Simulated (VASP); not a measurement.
# C in VASP: notebook

Runs on C. Level: PBE. Tasks: single point, relaxation of the atoms.

All numbers are computed with VASP 6.6.1; they aren't measurements. Logs are shortened: lines on timing, memory, paths and dates and some standing lists are left out, and cuts for length are marked.

## Step 1: The cell of the first run

The cell holds a slab with vacuum, 8 atoms: a = 2.467 Å, b = 2.467 Å, c = 43.431 Å, α = 90.00°, β = 90.00°, γ = 120.00°.

## Step 2: Single point, PBE

Input file INCAR:

```
SYSTEM = C
PREC     = Accurate       ! precision mode
ENCUT    = 520            ! plane-wave cutoff, eV
EDIFF    = 1E-7           ! SCF threshold, eV
ISMEAR   = 0              ! smearing method
SIGMA    = 0.1            ! smearing width, eV
LREAL    = .False.        ! projectors in reciprocal space
LASPH    = .True.         ! aspherical terms in the spheres
NELM     = 80             ! most SCF steps
ALGO     = Normal         ! electronic algorithm
ISIF     = 2              ! what is computed and relaxed
LWAVE    = .False.        ! write WAVECAR
LCHARG   = .False.        ! write CHGCAR
LDIPOL   = .True.       
IDIPOL   = 3            
DIPOL    = 0.5 0.5 0.500
GGA      = PE             ! functional
NBANDS   = 26             ! bands
```

Input file KPOINTS:

```
Automatic mesh
0
Gamma
  15 15 1
  0 0 0
```

Input file POSCAR:

```
C
1.0
    2.4665086558      0.0000000000      0.0000000000
   -1.2332543279      2.1360591546      0.0000000000
    0.0000000000      0.0000000000     43.4309527945
C
8
Direct
    0.0000000000      0.0000000000      0.1726916679
    0.3333333333      0.6666666667      0.1726878992
    0.0000000000      0.0000000000      0.2739689061
    0.6666666667      0.3333333333      0.2739726748
    0.0000000000      0.0000000000      0.7260310939
    0.3333333333      0.6666666667      0.7260273252
    0.0000000000      0.0000000000      0.8273083321
    0.6666666667      0.3333333333      0.8273121008
```

Potentials or basis: VASP PAW PBE potentials, release 64 (C).

The run is started by

```sh
$ cat potpaw_PBE.64/C/POTCAR > POTCAR
$ mpirun -np 1 vasp_std > vasp.out
```

OUTCAR:

```text
SYSTEM = C
   PREC = Accurate
   ENCUT = 520
   EDIFF = 1E-7
   ISMEAR = 0
   LREAL = .False.
   LASPH = .True.
   NELM = 80
   ISIF = 2
   GGA = PE

 ion  position               nearest neighbor table
   1  0.000  0.000  0.173-   2 1.42   2 1.42   2 1.42
   2  0.333  0.667  0.173-   1 1.42   1 1.42   1 1.42
   3  0.000  0.000  0.274-   4 1.42   4 1.42   4 1.42
   4  0.667  0.333  0.274-   3 1.42   3 1.42   3 1.42
   5  0.000  0.000  0.726-   6 1.42   6 1.42   6 1.42
   6  0.333  0.667  0.726-   5 1.42   5 1.42   5 1.42
   7  0.000  0.000  0.827-   8 1.42   8 1.42   8 1.42
   8  0.667  0.333  0.827-   7 1.42   7 1.42   7 1.42

  LATTYP: Found a hexagonal cell.
 ALAT       =     2.4665086558
 C/A-ratio  =    17.6082709835

  Lattice vectors:

 A1 = (   2.4665086558,   0.0000000000,   0.0000000000)
 A2 = (  -1.2332543279,   2.1360591546,   0.0000000000)
 A3 = (   0.0000000000,   0.0000000000,  43.4309527945)

Analysis of symmetry for initial positions (statically):
=====================================================================
 Subroutine PRICEL returns:
 Original cell was already a primitive cell.

 Routine SETGRP: Setting up the symmetry group for a
 hexagonal supercell.

 Subroutine GETGRP returns: Found 12 space group operations
 (whereof 12 operations were pure point group operations)
 out of a pool of 24 trial point group operations.

The static configuration has the point symmetry D_3d.

Analysis of symmetry for dynamics (positions and initial velocities):
=====================================================================
 Subroutine PRICEL returns:
 Original cell was already a primitive cell.

 Routine SETGRP: Setting up the symmetry group for a
 hexagonal supercell.

 Subroutine GETGRP returns: Found 12 space group operations
 (whereof 12 operations were pure point group operations)
 out of a pool of 24 trial point group operations.

The dynamic configuration has the point symmetry D_3d.

 Subroutine INISYM returns: Found 12 space group operations
 (whereof 12 operations are pure point group operations),
 and found     1 'primitive' translations

----------------------------------------------------------------------------------------

                                     Primitive cell

  volume of cell :     228.8207

  direct lattice vectors                    reciprocal lattice vectors
     2.466508656  0.000000000  0.000000000     0.405431377  0.234075914  0.000000000
    -1.233254328  2.136059155  0.000000000     0.000000000  0.468151829  0.000000000
     0.000000000  0.000000000 43.430952795     0.000000000  0.000000000  0.023025053

  length of vectors
     2.466508656  2.466508656 43.430952795     0.468151829  0.468151829  0.023025053

  position of ions in fractional coordinates (direct lattice)
     0.000000000  0.000000000  0.172691668
     0.333333333  0.666666667  0.172687899
     0.000000000  0.000000000  0.273968906
     0.666666667  0.333333333  0.273972675
     0.000000000  0.000000000  0.726031094
     0.333333333  0.666666667  0.726027325
     0.000000000  0.000000000  0.827308332
     0.666666667  0.333333333  0.827312101

  ion indices of the primitive-cell ions
   primitive index   ion index
                 1           1
                 2           2
                 3           3
                 4           4
                 5           5
                 6           6
                 7           7
                 8           8

----------------------------------------------------------------------------------------

 KPOINTS: Automatic mesh

Automatic generation of k-mesh.
 Grid dimensions read from file:
 generate k-points for:   15   15    1

 Generating k-lattice:

  Cartesian coordinates                     Fractional coordinates (reciprocal lattice)
     0.027028758  0.015605061  0.000000000     0.066666667  0.000000000  0.000000000
     0.000000000  0.031210122  0.000000000     0.000000000  0.066666667  0.000000000
     0.000000000  0.000000000  0.023025053     0.000000000  0.000000000  1.000000000

  Length of vectors
     0.031210122  0.031210122  0.023025053

  Shift w.r.t. Gamma in fractional coordinates (k-lattice)
     0.000000000  0.000000000  0.000000000

 Subroutine IBZKPT returns following result:
 ===========================================

 Found     27 irreducible k-points:

 Following reciprocal coordinates:
            Coordinates               Weight
  0.000000  0.000000  0.000000      1.000000
  0.066667  0.000000  0.000000      6.000000
  0.133333  0.000000  0.000000      6.000000
  0.200000  0.000000  0.000000      6.000000
  0.266667  0.000000  0.000000      6.000000
  0.333333  0.000000  0.000000      6.000000
[... 16 lines left out ...]
  0.333333  0.200000  0.000000     12.000000
  0.400000  0.200000  0.000000      6.000000
 [... further k-points ...]
   k-points           NKPTS =     27   k-points in BZ     NKDIM =     27   number of bands    NBANDS=     26
   number of dos      NEDOS =    301   number of ions     NIONS =      8
   total plane-waves  NPLWV = 104976
   dimension x,y,z NGX =    18 NGY =   18 NGZ =  324
   dimension x,y,z NGXF=    36 NGYF=   36 NGZF=  648
   ions per type =               8
   NGX,Y,Z   is equivalent  to a cutoff of  12.13, 12.13, 12.40 a.u.
   NGXF,Y,Z  is equivalent  to a cutoff of  24.26, 24.26, 24.80 a.u.
 SYSTEM =  C
   PREC   = accura    normal or accurate (medium, high low for compatibility)
   ISTART =      0    job   : 0-new  1-cont  2-samecut
   ICHARG =      2    charge: 1-file 2-atom 10-const
   ISPIN  =      1    spin polarized calculation?
   LNONCOLLINEAR =      F non collinear calculations
   LSORBIT =      F    spin-orbit coupling
   LASPH  =      T    aspherical Exc in radial PAW
   ENCUT  =  520.0 eV  38.22 Ry    6.18 a.u.   4.59  4.59 80.75*2*pi/ulx,y,z
   NELM   =     80;   NELMIN=  2; NELMDL= -5     # of ELM steps
   EDIFF  = 0.1E-06   stopping-criterion for ELM
   LREAL  =      F    real-space projection
   EDIFFG = 0.1E-05   stopping-criterion for IOM
   NSW    =      0    number of steps for IOM
   IBRION =     -1    ionic relax: 0-MD 1-quasi-New 2-CG
   NFREE  =      0    steps in history (QN), initial steepest desc. (CG)
   ISIF   =      2    stress and relaxation
   ISYM   =      2    0-nonsym 1-usesym 2-fastsym
   POTIM  = 0.5000    time-step for ionic-motion
   TEBEG  =    0.0;   TEEND  =   0.0 temperature during run
   PSTRESS=    0.0 pullay stress
   NELECT =      32.0000    total number of electrons
   NUPDOWN=      -1.0000    fix difference up-down
   EMIN   =  10.00;   EMAX   =-10.00  energy-range for DOS
   EFERMI =   0.00;   METHOD = LEGACY
   ISMEAR =     0;   SIGMA  =   0.10  broadening in eV -4-tet -1-fermi 0-gaus
   EFERMI_NEDOS =   21; number of points for ismear=-14 and -15
   IALGO  =     38    algorithm
   IMIX   =      4    mixing-type and parameters
     AMIX     =   0.40;   BMIX     =  1.00
     AMIX_MAG =   1.60;   BMIX_MAG =  1.00
  volume/ion in A,a.u.               =      28.60       193.02
  Fermi-wavevector in a.u.,A,eV,Ry     =   0.849754  1.605802  9.824513  0.722081
  Thomas-Fermi vector in A             =   1.965624
   LORBIT       =      0    0 simple, 1 ext, 2 COOP (PROOUT), +10 PAW based schemes
   GGA     = PE    functional components
   LHFCALC =     F    Hartree Fock is set to
   AEXX    =    0.0000 exact exchange contribution
   IVDW    =     0    specifies the selected vdW correction
   LEPSILON=     F    determine dielectric tensor
   LRPA    =     F    only Hartree local field effects (RPA)
 non-spin polarized calculation
 Gauss-broadening in eV      SIGMA  =   0.10
  energy-cutoff  :      520.00
  volume of cell :      228.82
 maximum number of plane-waves:      6242
   NGX =  9   NGY =  9   NGZ =161

 dipolmoment           0.000000      0.000000     -0.000000 electrons x Angstroem

 number of electron      31.9999990 magnetization

 dipolmoment           0.000000      0.000000      0.000000 electrons x Angstroem

 Free energy of the ion-electron system (eV)
  ---------------------------------------------------
  ext. energy  EPLUGINS =         0.00000000
  ---------------------------------------------------
  free energy    TOTEN  =       -73.80123572 eV

  energy without entropy =      -73.79769200  energy(sigma->0) =      -73.79946386

 E-fermi :  -1.4820     XC(G=0):  -3.7135

 val. band max:       -1.4820349299   @ k =   0.3333   0.3333   0.0000
 cond. band min:      -1.4302843294   @ k =   0.3333   0.3333   0.0000
 fundamental gap:      0.0517506005
 Fermi energy:        -1.4819513154

 k-point     1 :       0.0000    0.0000    0.0000
  band No.  band energies     occupation
      1     -21.0051      2.00000
      2     -21.0051      2.00000
      3     -20.9920      2.00000
      4     -20.9920      2.00000
      5      -9.1917      2.00000
      6      -9.1917      2.00000
[... 18 lines left out ...]
     25       3.8019      0.00000
     26       4.7190      0.00000

 k-point     2 :       0.0667    0.0000    0.0000
  band No.  band energies     occupation
      1     -20.9001      2.00000
      2     -20.9001      2.00000
      3     -20.8871      2.00000
      4     -20.8871      2.00000
      5      -9.0658      2.00000
      6      -9.0658      2.00000
[... 18 lines left out ...]
     25       3.9451      0.00000
     26       4.8618      0.00000

 k-point     3 :       0.1333    0.0000    0.0000
  band No.  band energies     occupation
      1     -20.5857      2.00000
      2     -20.5856      2.00000
      3     -20.5731      2.00000
      4     -20.5731      2.00000
      5      -8.6902      2.00000
      6      -8.6902      2.00000
[... 18 lines left out ...]
     25       4.3744      0.00000
     26       5.2897      0.00000

 k-point     4 :       0.2000    0.0000    0.0000
  band No.  band energies     occupation
      1     -20.0641      2.00000
      2     -20.0641      2.00000
      3     -20.0522      2.00000
      4     -20.0522      2.00000
      5      -8.0716      2.00000
      6      -8.0716      2.00000
[... 18 lines left out ...]
     25       5.0868      0.00000
     26       5.9949      0.00000
[... 496 lines left out ...]
      1     -17.2251      2.00000
      2     -17.2251      2.00000
      3     -17.2159      2.00000
      4     -17.2159      2.00000
      5     -11.7084      2.00000
      6     -11.7084      2.00000
[... 18 lines left out ...]
     25       7.9918      0.00000
     26       8.0699      0.00000

 k-point    23 :       0.3333    0.2000    0.0000
  band No.  band energies     occupation
      1     -16.0824      2.00000
      2     -16.0823      2.00000
      3     -16.0745      2.00000
      4     -16.0745      2.00000
      5     -13.1306      2.00000
      6     -13.1306      2.00000
[... 18 lines left out ...]
     25       9.2779      0.00000
     26       9.3841      0.00000

 k-point    24 :       0.4000    0.2000    0.0000
  band No.  band energies     occupation
      1     -15.1553      2.00000
      2     -15.1553      2.00000
      3     -15.1515      2.00000
      4     -15.1515      2.00000
      5     -14.1635      2.00000
      6     -14.1634      2.00000
[... 18 lines left out ...]
     25       9.6618      0.00000
     26       9.6648      0.00000

 [... further k-points ...]

------------------------ aborting loop because EDIFF is reached ----------------------------------------

 vacuum level on the upper side and lower side of the slab       (xc-potential included)        -0.013        -0.013

  FORCE on cell =-STRESS in cart. coord.  units (eV):
  Direction    XX          YY          ZZ          XY          YZ          ZX
  --------------------------------------------------------------------------------------
  -------------------------------------------------------------------------------------
  Total        0.3206362      0.3206362     -0.0485023      0.0000000      0.0000000      0.0000000
  in kB        2.2450595      2.2450595     -0.3396075      0.0000000      0.0000000      0.0000000
  external PRESSURE =       1.3835038 kB  Pullay stress =       0.0000000 kB

 VOLUME and BASIS-vectors are now :
 -----------------------------------------------------------------------------
  energy-cutoff  :      520.00
  volume of cell :      228.82
      direct lattice vectors                 reciprocal lattice vectors
     2.466508656  0.000000000  0.000000000     0.405431377  0.234075914  0.000000000
    -1.233254328  2.136059155  0.000000000     0.000000000  0.468151829  0.000000000
     0.000000000  0.000000000 43.430952795     0.000000000  0.000000000  0.023025053

 POSITION                                       TOTAL-FORCE (eV/Angst)
 -----------------------------------------------------------------------------------
      0.00000      0.00000      7.50016         0.000000      0.000000     -0.001673
     -0.00000      1.42404      7.50000        -0.000000      0.000000      0.002317
      0.00000      0.00000     11.89873        -0.000000      0.000000      0.001609
      1.23325      0.71202     11.89889         0.000000      0.000000     -0.002376
      0.00000      0.00000     31.53222        -0.000000      0.000000     -0.001609
     -0.00000      1.42404     31.53206         0.000000     -0.000000      0.002376
      0.00000      0.00000     35.93079         0.000000     -0.000000      0.001673
      1.23325      0.71202     35.93095         0.000000     -0.000000     -0.002317
 -----------------------------------------------------------------------------------
    total drift:                                0.000000     -0.000000      0.000000

  FREE ENERGIE OF THE ION-ELECTRON SYSTEM (eV)
  ---------------------------------------------------
  free  energy   TOTEN  =       -73.8012357173 eV

  energy  without entropy=      -73.7976919980  energy(sigma->0) =      -73.79946386

 vacuum level on the upper side and lower side of the slab         2.724         2.724
```

Run time: 3.7 min. Hardware: 1 thread of Intel Xeon Platinum 8259CL at 2.50GHz (Skylake/Cascade Lake), shared host; peak memory 0.35 GiB.

Results:

```yaml
Free_energy: -73.8012 eV
Band_gap_on_the_k_mesh: zero (filled and empty bands touch)
```

Forces on the atoms (eV/Å):
```
C    0.000  0.000 -0.002
C    0.000  0.000  0.002
C    0.000  0.000  0.002
C    0.000  0.000 -0.002
C    0.000  0.000 -0.002
C    0.000  0.000  0.002
C    0.000  0.000  0.002
C    0.000  0.000 -0.002
```

(Part 1 of 2 ends here.)
